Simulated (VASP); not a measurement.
# TePb (P1) in VASP: single point with PBEsol

Aim: the single point of TePb with PBEsol.

Program: VASP 6.6.1. These are calculated values, not measurements. Logs are shortened: lines on timing, memory, paths and dates and some standing lists are left out, and cuts for length are marked.

## 1. The cell of the first run

The typed cell holds 2 atoms: a = 4.564 Å, b = 4.564 Å, c = 4.564 Å, α = 60.00°, β = 60.00°, γ = 60.00°.

## 2. Single point, PBEsol (one atom moved)

The input, INCAR:

```
ALGO = Normal ; EDIFF = 1E-6
ENCUT = 520 ; GGA = PS
ISIF = 2 ; ISMEAR = 0
LASPH = True ; LCHARG = False
LREAL = False ; LWAVE = False
NBANDS = 17 ; NELM = 80
PREC = Accurate ; SIGMA = 0.02
```

The input, KPOINTS:

```
k-points
0
Gamma
  8 8 8
```

The input, POSCAR:

```
TePb
1.0
    0.0000000000      3.2270000000      3.2270000000
    3.2270000000      0.0000000000      3.2270000000
    3.2270000000      3.2270000000      0.0000000000
Te Pb
1 1
Direct
    0.5078664394      0.4958304927      0.4162426402
    0.0000000000      0.0000000000      0.0000000000
```

Potentials or basis: VASP PAW PBE potentials, release 64 (Te, Pb_d).

Run with:

```
$ cat potpaw_PBE.64/Te/POTCAR potpaw_PBE.64/Pb_d/POTCAR > POTCAR
$ mpirun -np 1 vasp_std > vasp.out
```

OUTCAR:

```text
EDIFF = 1E-6
   ENCUT = 520
   GGA = PS
   ISIF = 2
   ISMEAR = 0
   LASPH = True
   LREAL = False
   NELM = 80
   PREC = Accurate

 ion  position               nearest neighbor table
   1  0.508  0.496  0.416-   2 2.95   2 3.00   2 3.24   2 3.26   2 3.48   2 3.52
   2  0.000  0.000  0.000-   1 2.95   1 3.00   1 3.24   1 3.26   1 3.48   1 3.52

  LATTYP: Found a face centered cubic cell.
 ALAT       =     6.4540000000

  Lattice vectors:

 A1 = (   0.0000000000,   3.2270000000,   3.2270000000)
 A2 = (   3.2270000000,   0.0000000000,   3.2270000000)
 A3 = (   3.2270000000,   3.2270000000,   0.0000000000)

Analysis of symmetry for initial positions (statically):
=====================================================================
 Subroutine PRICEL returns:
 Original cell was already a primitive cell.

 Routine SETGRP: Setting up the symmetry group for a
 face centered cubic supercell.

 Subroutine GETGRP returns: Found  1 space group operations
 (whereof  1 operations were pure point group operations)
 out of a pool of 48 trial point group operations.

The static configuration has the point symmetry C_1 .

Analysis of symmetry for dynamics (positions and initial velocities):
=====================================================================
 Subroutine PRICEL returns:
 Original cell was already a primitive cell.

 Routine SETGRP: Setting up the symmetry group for a
 face centered cubic supercell.

 Subroutine GETGRP returns: Found  1 space group operations
 (whereof  1 operations were pure point group operations)
 out of a pool of 48 trial point group operations.

The dynamic configuration has the point symmetry C_1 .

 Subroutine INISYM returns: Found  1 space group operations
 (whereof  1 operations are pure point group operations),
 and found     1 'primitive' translations

----------------------------------------------------------------------------------------

                                     Primitive cell

  volume of cell :      67.2089

  direct lattice vectors                    reciprocal lattice vectors
     0.000000000  3.227000000  3.227000000    -0.154942671  0.154942671  0.154942671
     3.227000000  0.000000000  3.227000000     0.154942671 -0.154942671  0.154942671
     3.227000000  3.227000000  0.000000000     0.154942671  0.154942671 -0.154942671

  length of vectors
     4.563667166  4.563667166  4.563667166     0.268368579  0.268368579  0.268368579

  position of ions in fractional coordinates (direct lattice)
     0.507866439  0.495830493  0.416242640
     0.000000000  0.000000000  0.000000000

  ion indices of the primitive-cell ions
   primitive index   ion index
                 1           1
                 2           2

----------------------------------------------------------------------------------------

 KPOINTS: k-points

Automatic generation of k-mesh.
 Grid dimensions read from file:
 generate k-points for:    8    8    8

 Generating k-lattice:

  Cartesian coordinates                     Fractional coordinates (reciprocal lattice)
    -0.019367834  0.019367834  0.019367834     0.125000000  0.000000000  0.000000000
     0.019367834 -0.019367834  0.019367834     0.000000000  0.125000000  0.000000000
     0.019367834  0.019367834 -0.019367834     0.000000000  0.000000000  0.125000000

  Length of vectors
     0.033546072  0.033546072  0.033546072

  Shift w.r.t. Gamma in fractional coordinates (k-lattice)
     0.000000000  0.000000000  0.000000000

 Subroutine IBZKPT returns following result:
 ===========================================

 Found    260 irreducible k-points:

 Following reciprocal coordinates:
            Coordinates               Weight
  0.000000  0.000000  0.000000      1.000000
  0.125000  0.000000  0.000000      2.000000
  0.000000  0.125000  0.000000      2.000000
  0.000000  0.000000  0.125000      2.000000
  0.125000  0.125000  0.125000      2.000000
  0.250000  0.000000  0.000000      2.000000
[... 16 lines left out ...]
  0.125000  0.000000  0.250000      2.000000
  0.125000  0.125000 -0.125000      2.000000
 [... further k-points ...]
   k-points           NKPTS =    260   k-points in BZ     NKDIM =    260   number of bands    NBANDS=     17
   number of dos      NEDOS =    301   number of ions     NIONS =      2
   total plane-waves  NPLWV =  46656
   dimension x,y,z NGX =    36 NGY =   36 NGZ =   36
   dimension x,y,z NGXF=    72 NGYF=   72 NGZF=   72
   ions per type =               1   1
   NGX,Y,Z   is equivalent  to a cutoff of  13.11, 13.11, 13.11 a.u.
   NGXF,Y,Z  is equivalent  to a cutoff of  26.23, 26.23, 26.23 a.u.
 SYSTEM =  unknown system
   PREC   = accura    normal or accurate (medium, high low for compatibility)
   ISTART =      0    job   : 0-new  1-cont  2-samecut
   ICHARG =      2    charge: 1-file 2-atom 10-const
   ISPIN  =      1    spin polarized calculation?
   LNONCOLLINEAR =      F non collinear calculations
   LSORBIT =      F    spin-orbit coupling
   LASPH  =      T    aspherical Exc in radial PAW
   ENCUT  =  520.0 eV  38.22 Ry    6.18 a.u.   8.49  8.49  8.49*2*pi/ulx,y,z
   NELM   =     80;   NELMIN=  2; NELMDL= -5     # of ELM steps
   EDIFF  = 0.1E-05   stopping-criterion for ELM
   LREAL  =      F    real-space projection
   EDIFFG = 0.1E-04   stopping-criterion for IOM
   NSW    =      0    number of steps for IOM
   IBRION =     -1    ionic relax: 0-MD 1-quasi-New 2-CG
   NFREE  =      0    steps in history (QN), initial steepest desc. (CG)
   ISIF   =      2    stress and relaxation
   ISYM   =      2    0-nonsym 1-usesym 2-fastsym
   POTIM  = 0.5000    time-step for ionic-motion
   TEBEG  =    0.0;   TEEND  =   0.0 temperature during run
   PSTRESS=    0.0 pullay stress
   NELECT =      20.0000    total number of electrons
   NUPDOWN=      -1.0000    fix difference up-down
   EMIN   =  10.00;   EMAX   =-10.00  energy-range for DOS
   EFERMI =   0.00;   METHOD = LEGACY
   ISMEAR =     0;   SIGMA  =   0.02  broadening in eV -4-tet -1-fermi 0-gaus
   EFERMI_NEDOS =   21; number of points for ismear=-14 and -15
   IALGO  =     38    algorithm
   IMIX   =      4    mixing-type and parameters
     AMIX     =   0.40;   BMIX     =  1.00
     AMIX_MAG =   1.60;   BMIX_MAG =  1.00
  volume/ion in A,a.u.               =      33.60       226.77
  Fermi-wavevector in a.u.,A,eV,Ry     =   1.092972  2.065418 16.253366  1.194589
  Thomas-Fermi vector in A             =   2.229249
   LORBIT       =      0    0 simple, 1 ext, 2 COOP (PROOUT), +10 PAW based schemes
   GGA     = PS    functional components
   LHFCALC =     F    Hartree Fock is set to
   AEXX    =    0.0000 exact exchange contribution
   IVDW    =     0    specifies the selected vdW correction
   LEPSILON=     F    determine dielectric tensor
   LRPA    =     F    only Hartree local field effects (RPA)
 non-spin polarized calculation
 Gauss-broadening in eV      SIGMA  =   0.02
  energy-cutoff  :      520.00
  volume of cell :       67.21
 maximum number of plane-waves:      1837
 NGX is ok and might be reduce to    36
   NGX = 17   NGY = 17   NGZ = 17

 number of electron      20.0000002 magnetization

 Free energy of the ion-electron system (eV)
  ---------------------------------------------------
  ext. energy  EPLUGINS =         0.00000000
  ---------------------------------------------------
  free energy    TOTEN  =        -8.17652465 eV

  energy without entropy =       -8.17652465  energy(sigma->0) =       -8.17652465

 E-fermi :   5.6336     XC(G=0):  -9.4620

 val. band max:        5.5091231796   @ k =   0.0000   0.5000   0.0000
 cond. band min:       6.2564468898   @ k =   0.0000   0.5000   0.0000
 fundamental gap:      0.7473237102
 Fermi energy:         5.6335882858

 k-point     1 :       0.0000    0.0000    0.0000
  band No.  band energies     occupation
      1     -11.0740      2.00000
      2     -11.0696      2.00000
      3     -11.0542      2.00000
      4     -11.0481      2.00000
      5     -11.0459      2.00000
      6      -6.6921      2.00000
[... 9 lines left out ...]
     16      11.8256      0.00000
     17      12.7106      0.00000

 k-point     2 :       0.1250    0.0000    0.0000
  band No.  band energies     occupation
      1     -11.0780      2.00000
      2     -11.0706      2.00000
      3     -11.0518      2.00000
      4     -11.0471      2.00000
      5     -11.0439      2.00000
      6      -6.5527      2.00000
[... 9 lines left out ...]
     16      11.7974      0.00000
     17      13.7420      0.00000

 k-point     3 :       0.0000    0.1250    0.0000
  band No.  band energies     occupation
      1     -11.0780      2.00000
      2     -11.0705      2.00000
      3     -11.0518      2.00000
      4     -11.0472      2.00000
      5     -11.0439      2.00000
      6      -6.5526      2.00000
[... 9 lines left out ...]
     16      11.7949      0.00000
     17      13.7420      0.00000

 k-point     4 :       0.0000    0.0000    0.1250
  band No.  band energies     occupation
      1     -11.0758      2.00000
      2     -11.0721      2.00000
      3     -11.0532      2.00000
      4     -11.0459      2.00000
      5     -11.0439      2.00000
      6      -6.5639      2.00000
[... 9 lines left out ...]
     16      11.8426      0.00000
     17      13.6711      0.00000
[... 343 lines left out ...]
      1     -11.0931      2.00000
      2     -11.0681      2.00000
      3     -11.0532      2.00000
      4     -11.0415      2.00000
      5     -11.0361      2.00000
      6      -6.1905      2.00000
[... 9 lines left out ...]
     16      12.9094      0.00000
     17      14.5570      0.00000

 k-point    23 :       0.1250    0.0000    0.2500
  band No.  band energies     occupation
      1     -11.0883      2.00000
      2     -11.0711      2.00000
      3     -11.0533      2.00000
      4     -11.0417      2.00000
      5     -11.0363      2.00000
      6      -6.2283      2.00000
[... 9 lines left out ...]
     16      13.0170      0.00000
     17      14.4772      0.00000

 k-point    24 :       0.1250    0.1250   -0.1250
  band No.  band energies     occupation
      1     -11.0870      2.00000
      2     -11.0727      2.00000
      3     -11.0491      2.00000
      4     -11.0436      2.00000
      5     -11.0386      2.00000
      6      -6.2287      2.00000
[... 9 lines left out ...]
     16      12.8155      0.00000
     17      14.4608      0.00000

 [... further k-points ...]

------------------------ aborting loop because EDIFF is reached ----------------------------------------

  FORCE on cell =-STRESS in cart. coord.  units (eV):
  Direction    XX          YY          ZZ          XY          YZ          ZX
  --------------------------------------------------------------------------------------
  -------------------------------------------------------------------------------------
  Total        1.1756032      0.8233217     -0.1584500      0.0508890     -0.0031438     -0.0032674
  in kB       28.0249243     19.6269700     -3.7772524      1.2131302     -0.0749437     -0.0778900
  external PRESSURE =      14.6248806 kB  Pullay stress =       0.0000000 kB

 VOLUME and BASIS-vectors are now :
 -----------------------------------------------------------------------------
  energy-cutoff  :      520.00
  volume of cell :       67.21
      direct lattice vectors                 reciprocal lattice vectors
     0.000000000  3.227000000  3.227000000    -0.154942671  0.154942671  0.154942671
     3.227000000  0.000000000  3.227000000     0.154942671 -0.154942671  0.154942671
     3.227000000  3.227000000  0.000000000     0.154942671  0.154942671 -0.154942671

 POSITION                                       TOTAL-FORCE (eV/Angst)
 -----------------------------------------------------------------------------------
      2.94326      2.98210      3.23893         0.515617      0.405123     -0.013713
      0.00000      0.00000      0.00000        -0.515617     -0.405123      0.013713
 -----------------------------------------------------------------------------------
    total drift:                                0.000083      0.000074     -0.000007

  FREE ENERGIE OF THE ION-ELECTRON SYSTEM (eV)
  ---------------------------------------------------
  free  energy   TOTEN  =        -8.1765246494 eV

  energy  without entropy=       -8.1765246494  energy(sigma->0) =       -8.17652465
```

Wall time 1.8 min (1 thread of Intel Xeon 6975P-C (Granite Rapids), shared host); peak memory 0.43 GiB.

Results:

```yaml
Free_energy: -8.1765 eV
Pressure: 1.5 GPa
Largest_force: 0.656 eV/Å
Band_gap_on_the_k_mesh: 0.75 eV, direct
```

Forces on the atoms (eV/Å):
```
Te   0.516  0.405 -0.014
Pb  -0.516 -0.405  0.014
```

Levels at points of the mesh, in eV from the valence-band top:
```csv
k point,band 7,band 8,band 9,band 10,band 11,band 12,band 13,band 14
"(0.00, 0.00, 0.00)",-5.49,-1.58,-1.26,-1.23,3.47,3.54,4.21,5.74
"(0.50, 0.00, 0.00)",-8.69,-1.26,-1.19,0.00,0.75,1.73,1.81,8.12
"(0.00, 0.50, 0.00)",-8.69,-1.25,-1.20,0.00,0.75,1.73,1.81,8.13
"(0.00, 0.00, 0.50)",-8.30,-1.36,-0.98,-0.43,1.10,1.33,1.70,7.78
"(0.50, 0.50, 0.50)",-8.33,-1.37,-0.98,-0.39,1.07,1.35,1.73,7.80
"(0.50, 0.50, 0.00)",-7.23,-4.56,-2.99,-2.53,2.56,5.68,6.18,6.66
"(0.00, 0.50, 0.50)",-7.63,-4.24,-2.83,-2.78,2.89,5.65,5.79,6.86
"(0.50, 0.00, 0.50)",-7.54,-4.31,-2.82,-2.76,2.79,5.70,5.86,6.81
```

Caveat: the cell differs from its parent crystal (one atom moved); the PAW data sets were made with another functional, which shifts forces and pressure a little; spin-orbit coupling is left out, which moves the levels of the heavy elements. A k mesh can miss the band edges.
